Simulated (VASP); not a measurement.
CdTe:

```
Cd Te
1.0
     0.00000    3.08868    3.52309
     3.08868    0.00000    3.52309
     3.08868    3.08868    0.00000
Cd Te
1 1
Direct
  0.00000 0.00000 0.00000
  0.25000 0.25000 0.25000
```

This cell differs from its parent crystal: epitaxial xy strain -5.8%.

Base run:

```yaml
Program: VASP 6.6.1
Functional: r2SCAN
Potentials_or_basis: VASP PAW PBE potentials, release 64 (Cd, Te)
Cutoff: 520 eV
k_mesh: 6 × 6 × 6
Occupations: gaussian, width 0.01 eV
Spin: no spin polarisation
```

Its results: band gap on the k mesh 1.05 eV; pressure 2.0 GPa.

Q: The run is repeated on the same cell with these changes: functional from r2SCAN to HSE06; k mesh from 6 × 6 × 6 to 4 × 4 × 4. What comes out?

A: Band gap on the k mesh 1.34 eV; pressure 2.1 GPa.

Several settings changed at once.

Caveats: some runs use coarse meshes; the PAW data sets were made with another functional, which shifts forces and pressure a little; spin-orbit coupling is left out, which moves the levels of the heavy elements.

